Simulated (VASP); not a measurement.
Wanted: the native input for a VASP 6.6.1 run.

```yaml
Task: single point
Functional: PBEsol
Potentials_or_basis: VASP PAW PBE potentials, release 64 (K_sv, F)
Cutoff: 520 eV
k_mesh: 9 × 9 × 9
Occupations: fermi-dirac, width 0.01 eV
Spin: no spin polarisation
Dipole_correction: no
Further_INCAR_settings: ALGO = Normal; EDIFF = 1e-07; NBANDS = 15
```

The structure of KF lies in POSCAR:

```
KF
1.0
    0.0000000000      2.6200300000      2.6735000000
    2.6200300000      0.0000000000      2.6735000000
    2.6200300000      2.6200300000      0.0000000000
K F
1 1
Direct
    0.0000000000      0.0000000000      0.0000000000
    0.5000000000      0.5000000000      0.5000000000
```

This cell differs from its parent crystal: equal xx and yy strain of -2 %.

The input as run:

INCAR

```
SYSTEM = KF
PREC     = Accurate       ! precision mode
ENCUT    = 520            ! plane-wave cutoff, eV
EDIFF    = 1E-7           ! SCF threshold, eV
ISMEAR   = -1             ! smearing method
SIGMA    = 0.01           ! smearing width, eV
LREAL    = .False.        ! projectors in reciprocal space
LASPH    = .True.         ! aspherical terms in the spheres
NELM     = 100            ! most SCF steps
ALGO     = Normal         ! electronic algorithm
ISIF     = 2              ! what is computed and relaxed
LWAVE    = .False.        ! write WAVECAR
LCHARG   = .False.        ! write CHGCAR
GGA      = PS             ! functional
NBANDS   = 15             ! bands
```

KPOINTS

```
regular mesh
0
Gamma
  9 9 9
  0 0 0
```

Potentials or basis: VASP PAW PBE potentials, release 64 (K_sv, F).

Command:

```sh
$ cat potpaw_PBE.64/K_sv/POTCAR potpaw_PBE.64/F/POTCAR > POTCAR
$ mpirun -np 1 vasp_std > vasp.out
```

It gave:

```json
{"Pressure": "0.7 GPa", "Band gap on the k mesh": "6.21 eV"}
```

Caveat: the cell differs from its parent crystal (equal xx and yy strain of -2 %); the PAW data sets were made with another functional, which shifts forces and pressure a little; an odd mesh through Γ misses points on the zone boundary, where band edges can lie.

It took 74 s on 1 thread of Intel Xeon 8259CL, with other jobs on the host, peak memory 0.18 GiB.
